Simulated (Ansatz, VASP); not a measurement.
LiF: VASP beside Ansatz

```
CELL_PARAMETERS angstrom
0.00000 2.00500 2.00500
2.00500 0.00000 2.00500
2.00500 2.00500 0.00000
ATOMIC_POSITIONS crystal
Li 0.99002 0.00998 0.00998
F 0.50000 0.50000 0.50000
```

Alike in both runs: task single point; functional PBE; k mesh 4 × 4 × 4; no spin polarisation.

|  | VASP | Ansatz |
| --- | --- | --- |
| version | VASP 6.6.1 | Ansatz 0.2 development build |
| potentials or method | VASP PAW PBE potentials, release 64 (Li_sv, F), cutoff 750 eV | all-electron full-potential LAPW, scalar-relativistic |
| occupations | gaussian, width 0.01 eV | fixed |

|  | VASP | Ansatz | Ansatz less VASP |
| --- | --- | --- | --- |
| gap on the k mesh at the Fermi level (eV) | 9.19 | 9.18 | -0.010 |
| pressure (GPa) | 2.6 | 3.2 | +0.60 |
| traceless stress, the component that is largest in VASP (GPa) | 0.18 | 0.17 | -0.008 |
| rms of the force components (eV/Å) | 0.041 | 0.040 | -0.0008 |

Atom by atom the forces differ by 0.001 eV/Å (rms over components). Ansatz ran all-electron here, and VASP with PAW potentials.

The k mesh is coarse, so the values compare programs but aren't converged.
